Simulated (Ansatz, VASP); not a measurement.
# Sn3As: VASP beside Ansatz

The input INCAR:

```
SYSTEM = Sn3As
PREC = Accurate
ENCUT = 600
EDIFF = 1E-7
ISMEAR = 0
SIGMA = 0.1
LREAL = .FALSE.
LASPH = .TRUE.
NELM = 100
ALGO = Normal
ISIF = 3
LWAVE = .FALSE.
LCHARG = .FALSE.
GGA = PE
IBRION = 2
NSW = 90
EDIFFG = -0.04
```

File KPOINTS:

```
Automatic mesh
0
G
  6 6 4
  0 0 0
```

File POSCAR:

```
Sn3As
1.0
    5.1274843900      0.0000000000      0.0000000000
   -2.5637422000      4.4405317400      0.0000000000
    0.0000000000      0.0000000000      5.7856471200
Sn As
3 1
Direct
    0.3333333300      0.6666666700      0.0000000000
    0.6666666700      0.3333333300      0.0000000000
    0.0000000000      0.0000000000      0.5000000000
    0.0000000000      0.0000000000      0.0000000000
```

Input for Ansatz:

```yaml
crystal:
  lattice:
    - [5.12748439, 0.0, 0.0]
    - [-2.5637422, 4.44053174, 0.0]
    - [0.0, 0.0, 5.78564712]
  atoms:
    - { symbol: Sn, position: [0.33333333, 0.66666667, 0.0] }
    - { symbol: Sn, position: [0.66666667, 0.33333333, 0.0] }
    - { symbol: Sn, position: [0.0, 0.0, 0.5] }
    - { symbol: As, position: [0.0, 0.0, 0.0] }
basis:
  ecutwfc: 420
kpoints:
  mp_grid: { grid: [6, 6, 4] }
hamiltonian:
  xc: pbe
scf:
  occupations: { method: gaussian, width: 0.1 }
  lower_state_search: "off"
output:
  forces: true
  stress: true
  eigenvalues: true
relax:
  adjacent_minimum: "off"
  f_tol: 0.04
  max_steps: 70
  cell: { stress_tol: 0.4 }
```

Alike in both runs: task relaxation of cell and atoms; functional PBE; k mesh 6 × 6 × 4; occupations gaussian, width 0.1 eV; no spin polarisation.

|  | VASP | Ansatz |
| --- | --- | --- |
| version | VASP 6.6.1 | Ansatz 0.2.0 |
| potentials or method | VASP PAW PBE potentials, release 64 (Sn_d, As), cutoff 600 eV | scalar-relativistic, plane waves, PAW |
| valence electrons in the cell | 47 | 57 |

Ansatz gave:

* gap on the k mesh at the Fermi level, each at its own relaxed structure (eV): none
* relaxed volume (Å³/atom): 33.77
* relaxed length of the cell vector where the two differ most in proportion (Å): 5.399

Question: What did VASP give for the same quantities?

Answer: gap on the k mesh at the Fermi level, each at its own relaxed structure (eV): none; relaxed volume (Å³/atom): 33.82; relaxed length of the cell vector where the two differ most in proportion (Å): 5.402.

A gap of «none» marks a metal or a gap that the smearing closes. VASP's potentials hold 47 valence electrons a cell and Ansatz's 57, so a difference there can come from the potentials and not from the codes.
